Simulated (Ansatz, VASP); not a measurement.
## One calculation of HfN, two programs

INCAR

```
SYSTEM = HfN
PREC     = Accurate       ! precision mode
ENCUT    = 520            ! plane-wave cutoff, eV
EDIFF    = 1E-6           ! SCF threshold, eV
ISMEAR   = 0              ! smearing method
SIGMA    = 0.1            ! smearing width, eV
LREAL    = .False.        ! projectors in reciprocal space
LASPH    = .True.         ! aspherical terms in the spheres
NELM     = 80             ! most SCF steps
ALGO     = Normal         ! electronic algorithm
ISIF     = 2              ! what is computed and relaxed
LWAVE    = .False.        ! write WAVECAR
LCHARG   = .False.        ! write CHGCAR
GGA      = PE             ! functional
NBANDS   = 14             ! bands
```

Contents of KPOINTS:

```
Automatic mesh
0
Gamma
  18 18 18
  0 0 0
```

Contents of POSCAR:

```
HfN
1.0
    0.0000000000      2.3041800000      2.2590000000
    2.2138200000      0.0000000000      2.2590000000
    2.2138200000      2.3041800000      0.0000000000
Hf N
1 1
Direct
    0.0000000000      0.0000000000      0.0000000000
    0.5000000000      0.5000000000      0.5000000000
```

Input for Ansatz:

```yaml
crystal:
  lattice:
    - [0.0, 2.30418, 2.259]
    - [2.21382, 0.0, 2.259]
    - [2.21382, 2.30418, 0.0]
  atoms:
    - { symbol: Hf, position: [0.0, 0.0, 0.0] }
    - { symbol: "N", position: [0.5, 0.5, 0.5] }
basis:
  ecutwfc: 420
kpoints:
  mp_grid: { grid: [18, 18, 18] }
hamiltonian:
  xc: pbe
scf:
  occupations: { method: gaussian, width: 0.1 }
output:
  forces: true
  stress: true
  eigenvalues: true
```

Change from the starting cell: strain -0.0200 x Voigt [1, -1, 0, 0, 0, 0], atoms carried along.

Alike in both runs: task single point; functional PBE; k mesh 18 × 18 × 18; occupations gaussian, width 0.1 eV; no spin polarisation.

|  | VASP | Ansatz |
| --- | --- | --- |
| version | VASP 6.6.1 | Ansatz 0.2.0 |
| potentials or method | VASP PAW PBE potentials, release 64 (Hf_pv, N), cutoff 520 eV | scalar-relativistic, plane waves, PAW |
| valence electrons in the cell | 15 | 31 |

```tsv
	VASP	Ansatz	Ansatz less VASP
gap on the k mesh at the Fermi level (eV)	none	none	-
pressure (GPa)	3.9	6.3	+2.39
traceless stress, the component that is largest in VASP (GPa)	10.20	10.31	+0.113
```

A gap of «none» marks a metal or a gap that the smearing closes. The functional is the same, so the differences come from potentials, cutoffs and numerics. VASP's potentials hold 15 valence electrons a cell and Ansatz's 31, so a difference there can come from the potentials and not from the codes.

Spin-orbit coupling is off throughout.
